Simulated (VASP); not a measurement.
# Si16O (a cell with a defect) in VASP: further runs, part 2 of 2

VASP 6.6.1.

### Step 3. Single point, PBE+D3(BJ), collinear spin, zero start

INCAR

```
PREC = Accurate
ENCUT = 520
EDIFF = 1E-6
ISMEAR = -1
SIGMA = 0.02
LREAL = F
LASPH = T
NELM = 200
ALGO = Normal
ISIF = 2
LWAVE = F
LCHARG = F
ISPIN = 2
MAGMOM = 0 0 0 0 0 0 0 0 0 0 0 0 0 0 0 0 0
LORBIT = 11
GGA = PE
IVDW = 12
NBANDS = 53
GGA_COMPAT = F
```

KPOINTS

```
regular mesh
0
Gamma
  2 2 2
```

POSCAR

```
Si16O
1.0
    0.0000000000      5.4300000000      5.4300000000
    5.4300000000      0.0000000000      5.4300000000
    5.4300000000      5.4300000000      0.0000000000
Si O
16 1
Direct
    0.0232872928     -0.0279281768     -0.0312062615
    0.1097421731      0.0584346225      0.1537384899
   -0.0577992634     -0.0007826888      0.5104880295
    0.0971546961      0.1007826888      0.6187569061
   -0.0665193370      0.5298158379      0.0399079190
    0.1106445672      0.5970534070      0.1649171271
   -0.0161418048      0.4653499079      0.5421639042
    0.0970902394      0.6277532228      0.6138489871
    0.5009484346     -0.0110589319     -0.0421823204
    0.6372283610      0.1169705341      0.0718324125
    0.4891528545      0.0019521179      0.4650092081
    0.5842633517      0.1252025783      0.6264364641
    0.4775506446      0.4962983425      0.0182688766
    0.5770810313      0.6286279926      0.1877255985
    0.4730939227      0.4822836096      0.5618600368
    0.6283701657      0.6247421731      0.6384069982
    0.2344106814      0.7963812155      0.3356261510
```

Potentials or basis: VASP PAW PBE potentials, release 64 (Si, O).

Run with:

```sh
cat potpaw_PBE.64/Si/POTCAR potpaw_PBE.64/O/POTCAR > POTCAR
mpirun -np 1 vasp_std > vasp.out
```

Run time: 4.4 min. Hardware: 1 thread of Intel Xeon 6975P-C (Granite Rapids), shared host; peak memory 0.75 GiB.

The run converged. Its results:

- Free energy: -93.6482 eV
- Pressure: 2.0 GPa
- Largest force: 3.716 eV/Å
- Band gap on the k mesh: 0.15 eV
- Net moment: 0.00 μB per cell
- Valence electrons inside the program's atomic spheres: Si 1.72, 1.62, 1.71, 1.63, 1.69, 1.76, 1.64, 1.74, 1.80, 1.65, 1.70; O 5.00
- Dispersion energy per atom: -0.314 eV

Forces on the atoms (eV/Å):
```
Si   1.306  0.309 -1.937
Si  -0.538  0.377  1.598
Si   0.751  0.150 -0.242
Si  -1.131  0.298  1.507
Si  -1.711  0.815  0.685
Si  -0.276 -0.925 -0.119
Si  -1.226 -0.639 -0.196
Si   0.935  1.756  1.099
Si   2.674  1.949 -1.691
Si   0.843  0.485 -0.128
Si  -0.170 -0.300 -0.130
Si  -1.548 -2.527  1.073
Si  -0.345  1.075  0.648
Si  -0.597 -1.542 -1.325
Si   0.193  0.133 -0.131
Si   1.122 -1.021 -1.130
O   -0.283 -0.395  0.419
```

Stress tensor (GPa, compression positive):
```
 2.45  0.87 -1.58
 0.87  1.61 -0.11
-1.58 -0.11  1.85
```

Levels at points of the mesh, in eV from the valence-band top:
Spin up:
```csv
k point,band 33,band 34,band 35,band 36,band 37,band 38
"(0.00, 0.00, 0.00)",-0.47,-0.09,0.00,0.15,0.38,0.63
"(0.50, 0.00, 0.00)",-0.97,-0.67,-0.63,0.69,1.04,1.24
"(0.00, 0.50, 0.00)",-1.11,-0.75,-0.33,0.44,0.99,1.24
"(0.00, 0.00, 0.50)",-1.06,-0.76,-0.43,0.66,0.91,1.09
"(0.50, 0.50, 0.50)",-0.79,-0.65,-0.30,0.55,1.06,1.11
"(0.50, 0.50, 0.00)",-1.32,-1.22,-0.80,0.77,1.17,1.37
"(0.00, 0.50, 0.50)",-1.37,-1.22,-0.95,0.47,0.91,1.17
"(0.50, 0.00, 0.50)",-1.42,-1.13,-0.35,0.37,1.12,1.25
```
Spin down:
| k point | band 33 | band 34 | band 35 | band 36 | band 37 | band 38 |
| --- | --- | --- | --- | --- | --- | --- |
| (0.00, 0.00, 0.00) | -0.47 | -0.09 | 0.00 | 0.15 | 0.38 | 0.63 |
| (0.50, 0.00, 0.00) | -0.97 | -0.67 | -0.63 | 0.69 | 1.04 | 1.24 |
| (0.00, 0.50, 0.00) | -1.11 | -0.75 | -0.33 | 0.44 | 0.99 | 1.24 |
| (0.00, 0.00, 0.50) | -1.06 | -0.76 | -0.43 | 0.66 | 0.91 | 1.09 |
| (0.50, 0.50, 0.50) | -0.79 | -0.65 | -0.30 | 0.55 | 1.06 | 1.11 |
| (0.50, 0.50, 0.00) | -1.32 | -1.22 | -0.80 | 0.77 | 1.17 | 1.37 |
| (0.00, 0.50, 0.50) | -1.37 | -1.22 | -0.95 | 0.47 | 0.91 | 1.17 |
| (0.50, 0.00, 0.50) | -1.42 | -1.13 | -0.35 | 0.37 | 1.12 | 1.25 |

Caveat: the k points lie up to 0.50 Å⁻¹ apart.

### Step 4. Single point, PBE+D3(BJ), collinear spin, zero start

INCAR

```
SYSTEM = Si16O
PREC = Accurate ; ENCUT = 520
EDIFF = 1E-6 ; ISMEAR = -1
SIGMA = 0.02 ; LREAL = .False.
LASPH = .True. ; NELM = 200
ALGO = Normal ; ISIF = 2
LWAVE = .False. ; LCHARG = .True.
ISPIN = 2 ; MAGMOM = 0 0 0 0 0 0 0 0 0 0 0 0 0 0 0 0 0
LORBIT = 11 ; GGA = PE
IVDW = 12 ; LELF = .True.
LVHAR = .True. ; NBANDS = 53
GGA_COMPAT = .False.
```

KPOINTS

```
Automatic mesh
0
Gamma
  2 2 2
  0 0 0
```

POSCAR

```
Si16O
1.0
    0.0000000000      5.4300000000      5.4300000000
    5.4300000000      0.0000000000      5.4300000000
    5.4300000000      5.4300000000      0.0000000000
Si O
16 1
Direct
    0.0275414365     -0.0443922652     -0.0014456722
    0.1452302026      0.0171823204      0.1910497238
   -0.0699631676     -0.0024493554      0.5469060773
    0.1355616943      0.0714364641      0.6369429098
   -0.0561602210      0.4780570902      0.0390331492
    0.1033793738      0.5665469613      0.1718876611
    0.0009852670      0.4490883978      0.5509852670
    0.0813443831      0.6072375691      0.6790055249
    0.5087384899     -0.0314456722     -0.0120165746
    0.6659852670      0.0734990792      0.1068692449
    0.5180478821     -0.0144383057      0.4525782689
    0.5716298343      0.1011325967      0.6276335175
    0.5118139963      0.4447974217      0.0479097606
    0.5329834254      0.6170349908      0.2046593002
    0.4714548803      0.4648802947      0.5995027624
    0.6267034991      0.6162062615      0.6556169429
    0.2519429098      0.7505064457      0.3225322284
```

Run with:

```sh
cat potpaw_PBE.64/Si/POTCAR potpaw_PBE.64/O/POTCAR > POTCAR
mpirun -np 1 vasp_std > vasp.out
```

It took 3.5 min on 1 thread of Intel Xeon 6975P-C (Granite Rapids), shared host; peak memory 0.74 GiB.

It converged, with:

```yaml
Free_energy: -93.9480 eV
Pressure: 1.0 GPa
Largest_force: 2.901 eV/Å
Band_gap_on_the_k_mesh: 0.03 eV
Net_moment: 0.00 μB per cell
Valence_electrons_inside_the_program's_atomic_spheres: Si 1.71, 1.64, 1.68, 1.63, 1.69, 1.74, 1.73, 1.65, 1.62, 1.67; O 5.09
Dispersion_energy_per_atom: -0.314 eV
```

Forces in eV/Å, atoms in the order of the input:
```
Si  -0.111  1.377 -0.551
Si  -0.080 -0.977  0.045
Si  -0.212  0.567  0.171
Si  -0.038 -0.880  0.497
Si   0.915  1.166 -0.376
Si  -0.364  0.135  0.711
Si  -0.400 -0.688 -0.109
Si  -0.819 -0.241  1.178
Si   0.415 -0.084  0.877
Si  -0.701 -1.952  0.945
Si   0.597  0.416 -2.808
Si   1.999  0.989  1.582
Si  -0.225 -1.648 -0.327
Si   0.509  1.046 -0.822
Si  -1.111 -0.881 -0.525
Si  -0.028  0.870 -0.672
O   -0.348  0.784  0.184
```

Stress tensor (GPa, compression positive):
```
 0.94  2.36 -0.96
 2.36  0.87 -0.29
-0.96 -0.29  1.24
```

Levels at points of the mesh, in eV from the valence-band top:
Spin up:
```csv
k point,band 32,band 33,band 34,band 35,band 36,band 37,band 38,band 39
"(0.00, 0.00, 0.00)",-0.67,-0.47,-0.22,0.00,0.35,0.49,0.59,0.74
"(0.50, 0.00, 0.00)",-1.28,-1.00,-0.64,-0.41,0.62,0.88,1.00,1.19
"(0.00, 0.50, 0.00)",-1.30,-1.06,-0.68,-0.21,0.35,0.76,0.92,1.20
"(0.00, 0.00, 0.50)",-1.21,-0.83,-0.62,-0.43,0.63,0.75,1.20,1.44
"(0.50, 0.50, 0.50)",-1.07,-0.75,-0.51,-0.20,0.45,0.97,1.09,1.20
"(0.50, 0.50, 0.00)",-1.50,-1.24,-0.97,-0.73,0.42,0.92,1.25,1.83
"(0.00, 0.50, 0.50)",-1.42,-1.33,-0.96,-0.47,0.19,0.85,0.99,1.73
"(0.50, 0.00, 0.50)",-1.42,-1.29,-0.97,-0.29,0.03,1.00,1.11,1.73
```
Spin down:
| k point | band 31 | band 32 | band 33 | band 34 | band 35 | band 36 | band 37 | band 38 | band 39 | band 40 |
| --- | --- | --- | --- | --- | --- | --- | --- | --- | --- | --- |
| (0.00, 0.00, 0.00) | -0.93 | -0.67 | -0.47 | -0.22 | 0.00 | 0.35 | 0.49 | 0.59 | 0.74 | 0.78 |
| (0.50, 0.00, 0.00) | -1.38 | -1.28 | -1.00 | -0.64 | -0.41 | 0.62 | 0.88 | 1.00 | 1.19 | 1.39 |
| (0.00, 0.50, 0.00) | -1.47 | -1.30 | -1.06 | -0.68 | -0.21 | 0.35 | 0.76 | 0.92 | 1.20 | 1.50 |
| (0.00, 0.00, 0.50) | -1.39 | -1.21 | -0.83 | -0.62 | -0.43 | 0.63 | 0.75 | 1.20 | 1.44 | 1.53 |
| (0.50, 0.50, 0.50) | -1.23 | -1.07 | -0.75 | -0.51 | -0.20 | 0.45 | 0.97 | 1.09 | 1.20 | 1.42 |
| (0.50, 0.50, 0.00) | -1.67 | -1.50 | -1.24 | -0.97 | -0.73 | 0.42 | 0.92 | 1.25 | 1.83 | 2.39 |
| (0.00, 0.50, 0.50) | -1.57 | -1.42 | -1.33 | -0.96 | -0.47 | 0.19 | 0.85 | 0.99 | 1.73 | 2.34 |
| (0.50, 0.00, 0.50) | -1.61 | -1.42 | -1.29 | -0.97 | -0.29 | 0.03 | 1.00 | 1.11 | 1.73 | 2.33 |

Caveat: the k points lie up to 0.50 Å⁻¹ apart.
